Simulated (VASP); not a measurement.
# Te2Mo (P6_3/mmc) in VASP: further runs

The runs below take Te2Mo through relaxation of shape and atoms at fixed volume, with PBE+D3(BJ).

Program: VASP 6.6.1. These are calculated values, not measurements. Logs are shortened: lines on timing, memory, paths and dates and some standing lists are left out, and cuts for length are marked.

## Step 1: The cell of the first run

Symmetry: P6_3/mmc, No. 194, hexagonal system. Conventional cell: a = 3.369 Å, b = 3.369 Å, c = 12.986 Å, α = 90.00°, β = 90.00°, γ = 120.00°. Te (site symmetry 3m) has 3 Mo at 2.65 Å and 9 Te at 3.37 to 3.49 Å within 3.5 Å. Within 3.5 Å of Mo (site symmetry -6m2) lie 6 Te at 2.65 Å and 6 Mo at 3.37 Å.

## Step 2: Relaxation of shape and atoms at fixed volume, PBE+D3(BJ) (volume scaled by 0.880)

File INCAR:

```
  PREC = Accurate
  ENCUT = 600
  EDIFF = 1E-6
  ISMEAR = 0
  SIGMA = 0.05
  LREAL = False
  LASPH = True
  NELM = 100
  ALGO = Normal
  ISIF = 4
  LWAVE = False
  LCHARG = False
  GGA = PE
  IVDW = 12
  IBRION = 2
  NSW = 60
  EDIFFG = -0.01
```

File KPOINTS:

```
regular mesh
0
Gamma
  10 10 4
```

File POSCAR:

```
Te2Mo
1.0
    3.3690406298      0.0000000000      0.0000000000
   -1.6845203149      2.9176747718      0.0000000000
    0.0000000000      0.0000000000     12.9860570095
Te Mo
4 2
Direct
    0.3333333333      0.6666666667      0.6113673434
    0.6666666667      0.3333333333      0.1113673434
    0.3333333333      0.6666666667      0.8886326566
    0.6666666667      0.3333333333      0.3886326566
    0.3333333333      0.6666666667      0.2500000000
    0.6666666667      0.3333333333      0.7500000000
```

Potentials or basis: VASP PAW PBE potentials, release 64 (Te, Mo_sv).

On the command line:

```console
> cat potpaw_PBE.64/Te/POTCAR potpaw_PBE.64/Mo_sv/POTCAR > POTCAR
> mpirun -np 1 vasp_std > vasp.out
```

OUTCAR:

```text
PREC = Accurate
   ENCUT = 600
   EDIFF = 1E-6
   ISMEAR = 0
   LREAL = False
   LASPH = True
   NELM = 100
   ISIF = 4
   GGA = PE
   IVDW = 12
   IBRION = 2
   NSW = 60
   EDIFFG = -0.01
 IVDW          = 12

 ion  position               nearest neighbor table
   1  0.333  0.667  0.611-   6 2.65   6 2.65   6 2.65   4 3.49   4 3.49   4 3.49   3 3.60
   2  0.667  0.333  0.111-   5 2.65   5 2.65   5 2.65   3 3.49   3 3.49   3 3.49   4 3.60
   3  0.333  0.667  0.889-   6 2.65   6 2.65   6 2.65   2 3.49   2 3.49   2 3.49   1 3.60
   4  0.667  0.333  0.389-   5 2.65   5 2.65   5 2.65   1 3.49   1 3.49   1 3.49   2 3.60
   5  0.333  0.667  0.250-   2 2.65   4 2.65   2 2.65   4 2.65   2 2.65   4 2.65
   6  0.667  0.333  0.750-   1 2.65   3 2.65   1 2.65   3 2.65   1 2.65   3 2.65

  LATTYP: Found a hexagonal cell.
 ALAT       =     3.3690406298
 C/A-ratio  =     3.8545266847

  Lattice vectors:

 A1 = (   3.3690406298,   0.0000000000,   0.0000000000)
 A2 = (  -1.6845203149,   2.9176747718,   0.0000000000)
 A3 = (   0.0000000000,   0.0000000000,  12.9860570095)

Analysis of symmetry for initial positions (statically):
=====================================================================
 Subroutine PRICEL returns:
 Original cell was already a primitive cell.

 Routine SETGRP: Setting up the symmetry group for a
 hexagonal supercell.

 Subroutine GETGRP returns: Found 24 space group operations
 (whereof 12 operations were pure point group operations)
 out of a pool of 24 trial point group operations.

The static configuration has the point symmetry D_3d.
 The point group associated with its full space group is D_6h.

Analysis of symmetry for dynamics (positions and initial velocities):
=====================================================================
 Subroutine PRICEL returns:
 Original cell was already a primitive cell.

 Routine SETGRP: Setting up the symmetry group for a
 hexagonal supercell.

 Subroutine GETGRP returns: Found 24 space group operations
 (whereof 12 operations were pure point group operations)
 out of a pool of 24 trial point group operations.

The dynamic configuration has the point symmetry D_3d.
 The point group associated with its full space group is D_6h.

 Subroutine INISYM returns: Found 24 space group operations
 (whereof 12 operations are pure point group operations),
 and found     1 'primitive' translations

----------------------------------------------------------------------------------------

                                     Primitive cell

  volume of cell :     127.6499

  direct lattice vectors                    reciprocal lattice vectors
     3.369040630  0.000000000  0.000000000     0.296820404  0.171369340  0.000000000
    -1.684520315  2.917674772  0.000000000     0.000000000  0.342738680  0.000000000
     0.000000000  0.000000000 12.986057009     0.000000000  0.000000000  0.077005668

  length of vectors
     3.369040630  3.369040630 12.986057009     0.342738680  0.342738680  0.077005668

  position of ions in fractional coordinates (direct lattice)
     0.333333333  0.666666667  0.611367343
     0.666666667  0.333333333  0.111367343
     0.333333333  0.666666667  0.888632657
     0.666666667  0.333333333  0.388632657
     0.333333333  0.666666667  0.250000000
     0.666666667  0.333333333  0.750000000

  ion indices of the primitive-cell ions
   primitive index   ion index
                 1           1
                 2           2
                 3           3
                 4           4
                 5           5
                 6           6

----------------------------------------------------------------------------------------

 KPOINTS: regular mesh

Automatic generation of k-mesh.
 Grid dimensions read from file:
 generate k-points for:   10   10    4

 Generating k-lattice:

  Cartesian coordinates                     Fractional coordinates (reciprocal lattice)
     0.029682040  0.017136934  0.000000000     0.100000000  0.000000000  0.000000000
     0.000000000  0.034273868  0.000000000     0.000000000  0.100000000  0.000000000
     0.000000000  0.000000000  0.019251417     0.000000000  0.000000000  0.250000000

  Length of vectors
     0.034273868  0.034273868  0.019251417

  Shift w.r.t. Gamma in fractional coordinates (k-lattice)
     0.000000000  0.000000000  0.000000000

 Subroutine IBZKPT returns following result:
 ===========================================

 Found     42 irreducible k-points:

 Following reciprocal coordinates:
            Coordinates               Weight
  0.000000  0.000000  0.000000      1.000000
  0.100000 -0.000000  0.000000      6.000000
  0.200000 -0.000000  0.000000      6.000000
  0.300000 -0.000000  0.000000      6.000000
  0.400000 -0.000000  0.000000      6.000000
  0.500000 -0.000000  0.000000      3.000000
[... 16 lines left out ...]
  0.300000  0.100000  0.250000     24.000000
  0.400000  0.100000  0.250000     24.000000
 [... further k-points ...]
   k-points           NKPTS =     42   k-points in BZ     NKDIM =     42   number of bands    NBANDS=     31
   number of dos      NEDOS =    301   number of ions     NIONS =      6
   total plane-waves  NPLWV =  84672
   dimension x,y,z NGX =    28 NGY =   28 NGZ =  108
   dimension x,y,z NGXF=    56 NGYF=   56 NGZF=  216
   ions per type =               4   2
   NGX,Y,Z   is equivalent  to a cutoff of  13.82, 13.82, 13.83 a.u.
   NGXF,Y,Z  is equivalent  to a cutoff of  27.63, 27.63, 27.65 a.u.
 SYSTEM =  unknown system
   PREC   = accura    normal or accurate (medium, high low for compatibility)
   ISTART =      0    job   : 0-new  1-cont  2-samecut
   ICHARG =      2    charge: 1-file 2-atom 10-const
   ISPIN  =      1    spin polarized calculation?
   LNONCOLLINEAR =      F non collinear calculations
   LSORBIT =      F    spin-orbit coupling
   LASPH  =      T    aspherical Exc in radial PAW
   ENCUT  =  600.0 eV  44.10 Ry    6.64 a.u.   6.73  6.73 25.94*2*pi/ulx,y,z
   NELM   =    100;   NELMIN=  2; NELMDL= -5     # of ELM steps
   EDIFF  = 0.1E-05   stopping-criterion for ELM
   LREAL  =      F    real-space projection
   EDIFFG = -.1E-01   stopping-criterion for IOM
   NSW    =     60    number of steps for IOM
   IBRION =      2    ionic relax: 0-MD 1-quasi-New 2-CG
   NFREE  =      1    steps in history (QN), initial steepest desc. (CG)
   ISIF   =      4    stress and relaxation
   ISYM   =      2    0-nonsym 1-usesym 2-fastsym
   POTIM  = 0.5000    time-step for ionic-motion
   TEBEG  =    0.0;   TEEND  =   0.0 temperature during run
   PSTRESS=    0.0 pullay stress
   NELECT =      52.0000    total number of electrons
   NUPDOWN=      -1.0000    fix difference up-down
   EMIN   =  10.00;   EMAX   =-10.00  energy-range for DOS
   EFERMI =   0.00;   METHOD = LEGACY
   ISMEAR =     0;   SIGMA  =   0.05  broadening in eV -4-tet -1-fermi 0-gaus
   EFERMI_NEDOS =   21; number of points for ismear=-14 and -15
   IALGO  =     38    algorithm
   IMIX   =      4    mixing-type and parameters
     AMIX     =   0.40;   BMIX     =  1.00
     AMIX_MAG =   1.60;   BMIX_MAG =  1.00
  volume/ion in A,a.u.               =      21.27       143.57
  Fermi-wavevector in a.u.,A,eV,Ry     =   1.213582  2.293337 20.038406  1.472781
  Thomas-Fermi vector in A             =   2.349029
   LORBIT       =      0    0 simple, 1 ext, 2 COOP (PROOUT), +10 PAW based schemes
   GGA     = PE    functional components
   LHFCALC =     F    Hartree Fock is set to
   AEXX    =    0.0000 exact exchange contribution
   IVDW    =    12    specifies the selected vdW correction
   LEPSILON=     F    determine dielectric tensor
   LRPA    =     F    only Hartree local field effects (RPA)
 conjugate gradient relaxation of ions
 non-spin polarized calculation
 Gauss-broadening in eV      SIGMA  =   0.05
  energy-cutoff  :      600.00
  volume of cell :      127.65
 maximum number of plane-waves:      4296
 NGX is ok and might be reduce to    28
   NGX = 13   NGY = 13   NGZ = 51

--------------------------------------- Ionic step        1  -------------------------------------------

 number of electron      52.0000002 magnetization

 Free energy of the ion-electron system (eV)
  ---------------------------------------------------
  ext. energy  EPLUGINS =         0.00000000
  ---------------------------------------------------
  free energy    TOTEN  =       -34.97983711 eV

  energy without entropy =      -34.97933939  energy(sigma->0) =      -34.97958825

------------------------ aborting loop because EDIFF is reached ----------------------------------------

 Edisp (eV)   -3.78110

 E8    (eV) :    -1.7395

  FORCE on cell =-STRESS in cart. coord.  units (eV):
  Direction    XX          YY          ZZ          XY          YZ          ZX
  --------------------------------------------------------------------------------------
  -------------------------------------------------------------------------------------
  Total       8.88508     8.88508    10.35043     0.00000     0.00000     0.00000
  in kB     111.51973   111.51973   129.91182     0.00000     0.00000     0.00000
  external pressure =      117.65 kB  Pullay stress =        0.00 kB
[... 157 lines left out ...]
  energy  without entropy=      -38.8052255648  energy(sigma->0) =      -38.80563949

--------------------------------------- Ionic step        5  -------------------------------------------

 number of electron      52.0000000 magnetization

 Free energy of the ion-electron system (eV)
  ---------------------------------------------------
  ext. energy  EPLUGINS =         0.00000000
  ---------------------------------------------------
  free energy    TOTEN  =       -35.02643575 eV

  energy without entropy =      -35.02548419  energy(sigma->0) =      -35.02595997

 E-fermi :  10.9061     XC(G=0): -11.3513

 val. band max:       10.8995087931   @ k =   0.0000   0.0000   0.0000
 cond. band min:      10.9074530982   @ k =   0.1000  -0.0000   0.0000
 fundamental gap:      0.0079443051
 Fermi energy:        10.9061370966

 k-point     1 :       0.0000    0.0000    0.0000
  band No.  band energies     occupation
      1     -50.2713      2.00000
      2     -50.2713      2.00000
      3     -24.5234      2.00000
      4     -24.5233      2.00000
      5     -24.2877      2.00000
      6     -24.2877      2.00000
[... 805 lines left out ...]
     30      12.4884      0.00000
     31      12.7843      0.00000

 [... further k-points ...]

------------------------ aborting loop because EDIFF is reached ----------------------------------------

 Edisp (eV)   -3.78067

 E8    (eV) :    -1.7390

  FORCE on cell =-STRESS in cart. coord.  units (eV):
  Direction    XX          YY          ZZ          XY          YZ          ZX
  --------------------------------------------------------------------------------------
  -------------------------------------------------------------------------------------
  Total       7.36816     7.36816     7.36610    -0.00000     0.00000     0.00000
  in kB      92.48024    92.48024    92.45442    -0.00000     0.00000     0.00000
  external pressure =       92.47 kB  Pullay stress =        0.00 kB
[... 21 lines left out ...]
  FREE ENERGIE OF THE ION-ELECTRON SYSTEM (eV)
  ---------------------------------------------------
  free  energy   TOTEN  =       -38.8071075362 eV

  energy  without entropy=      -38.8061559724  energy(sigma->0) =      -38.80663175

 reached required accuracy - stopping structural energy minimisation
```

Run time: 13 min. Hardware: 1 thread of Intel Xeon Platinum 8259CL at 2.50GHz (Skylake/Cascade Lake), shared host; peak memory 0.41 GiB.

What came out:

| Item | Value |
| --- | --- |
| Free energy | -38.8071 eV |
| Energy gained by relaxing | 7.7 meV/atom |
| Ionic steps | 5 |
| Pressure after relaxing | 9.2 GPa |
| Largest force after relaxing | 0.005 eV/Å |
| Band gap on the k mesh | zero (band 26 reaches 10.91 eV, above the bottom of band 27 at 10.90 eV) |
| Dispersion energy per atom | -0.630 eV |

Forces in eV/Å, atoms in the order of the input:
```
Te   0.000  0.000 -0.005
Te   0.000  0.000 -0.005
Te   0.000  0.000  0.005
Te   0.000  0.000  0.005
Mo   0.000  0.000  0.000
Mo   0.000  0.000  0.000
```

Step by step:
| step | energy change (eV) | largest force (eV/Å) | pressure (GPa) | volume (Å³) |
| --- | --- | --- | --- | --- |
| 1 | 0.0000 | 0.6594 | 11.77 | 127.65 |
| 2 | -0.0386 | 0.0342 | 9.16 | 127.65 |
| 3 | -0.0400 | 0.0687 | 9.55 | 127.65 |
| 4 | -0.0451 | 0.0306 | 9.39 | 127.65 |
| 5 | -0.0462 | 0.0050 | 9.25 | 127.65 |

Final structure:
```
Te Mo
1.0
     3.37260    0.00000    0.00000
    -1.68630    2.92076    0.00000
     0.00000    0.00000   12.95864
Te Mo
4 2
Direct
  0.33333 0.66667 0.60856
  0.66667 0.33333 0.10856
  0.33333 0.66667 0.89144
  0.66667 0.33333 0.39144
  0.33333 0.66667 0.25000
  0.66667 0.33333 0.75000
```

Caveat: the cell differs from its parent crystal (volume scaled by 0.880); spin-orbit coupling is left out, which moves the levels of the heavy elements; pairwise dispersion overbinds metals, which lowers pressure and volume.

## Step 3: Relaxation of shape and atoms at fixed volume, PBE+D3(BJ) (volume scaled by 0.960)

File INCAR:

```
SYSTEM = Te2Mo
ALGO     = Normal         ! electronic algorithm
EDIFF    = 1E-7           ! SCF threshold, eV
EDIFFG   = -0.01          ! ionic threshold
ENCUT    = 600            ! plane-wave cutoff, eV
GGA      = PE             ! functional
IBRION   = 2              ! ionic algorithm
ISIF     = 4              ! what is computed and relaxed
ISMEAR   = 0              ! smearing method
IVDW     = 12             ! dispersion correction
LASPH    = .TRUE.         ! aspherical terms in the spheres
LCHARG   = .FALSE.        ! write CHGCAR
LREAL    = .FALSE.        ! projectors in reciprocal space
LWAVE    = .FALSE.        ! write WAVECAR
NELM     = 100            ! most SCF steps
NSW      = 60             ! ionic steps
PREC     = Accurate       ! precision mode
SIGMA    = 0.05           ! smearing width, eV
```

File KPOINTS:

```
k-points
0
G
  10 10 2
  0 0 0
```

File POSCAR:

```
Te2Mo
1.0
    3.4491746646      0.0000000000      0.0000000000
   -1.7245873323      2.9870728817      0.0000000000
    0.0000000000      0.0000000000     13.5159939345
Te Mo
4 2
Direct
    0.3333333333      0.6666666667      0.6173449712
    0.6666666667      0.3333333333      0.1173449712
    0.3333333333      0.6666666667      0.8826550288
    0.6666666667      0.3333333333      0.3826550288
    0.3333333333      0.6666666667      0.2500000000
    0.6666666667      0.3333333333      0.7500000000
```

Potentials or basis: VASP PAW PBE potentials, release 64 (Te, Mo_sv).

On the command line:

```console
> cat potpaw_PBE.64/Te/POTCAR potpaw_PBE.64/Mo_sv/POTCAR > POTCAR
> mpirun -np 1 vasp_std > vasp.out
```

Wall time 14 min (1 thread of AMD EPYC 7R43 (Zen 3), shared host); peak memory 0.32 GiB.

Results (log left out):

```
Free energy                  : -39.1945 eV
Energy gained by relaxing    : 7.7 meV/atom
Ionic steps                  : 5
Pressure after relaxing      : 2.1 GPa
Largest force after relaxing : 0.005 eV/Å
Band gap on the k mesh       : 0.39 eV, indirect (least direct gap 1.01 eV)
Dispersion energy per atom   : -0.577 eV
```

Forces on the atoms (eV/Å):
```
Te   0.000  0.000 -0.005
Te   0.000  0.000 -0.005
Te   0.000  0.000  0.005
Te   0.000  0.000  0.005
Mo   0.000  0.000  0.000
Mo   0.000  0.000  0.000
```

Step by step:
```csv
step,energy change (eV),largest force (eV/Å),pressure (GPa),volume (Å³)
1,0.0000,0.5925,4.68,139.25
2,-0.0352,0.0478,2.60,139.25
3,-0.0353,0.0705,2.69,139.25
4,-0.0432,0.0403,2.42,139.25
5,-0.0462,0.0053,2.13,139.25
```

Final structure:
```
CELL_PARAMETERS angstrom
3.46193 0.00000 0.00000
-1.73096 2.99812 0.00000
0.00000 0.00000 13.41658
ATOMIC_POSITIONS crystal
Te 0.33333 0.66667 0.61418
Te 0.66667 0.33333 0.11418
Te 0.33333 0.66667 0.88582
Te 0.66667 0.33333 0.38582
Mo 0.33333 0.66667 0.25000
Mo 0.66667 0.33333 0.75000
```

Levels at points of the mesh, in eV from the valence-band top:
```
           k point  band 22  band 23  band 24  band 25  band 26  band 27  band 28  band 29  band 30  band 31
(0.00, 0.00, 0.00)    -1.18    -1.11    -1.11    -0.10    -0.07     2.79     2.79     2.97     2.97     3.03
(0.50, 0.00, 0.00)    -2.08    -1.31    -1.22    -0.82    -0.29     1.19     1.28     1.28     1.78     2.40
(0.00, 0.00, 0.50)    -1.15    -1.15    -1.15    -0.08    -0.08     2.83     2.83     2.83     2.83     3.27
(0.50, 0.00, 0.50)    -2.28    -1.23    -1.23    -0.56    -0.56     1.22     1.22     1.56     1.56     2.93
```

Caveat: the cell differs from its parent crystal (volume scaled by 0.960); spin-orbit coupling is left out, which moves the levels of the heavy elements.
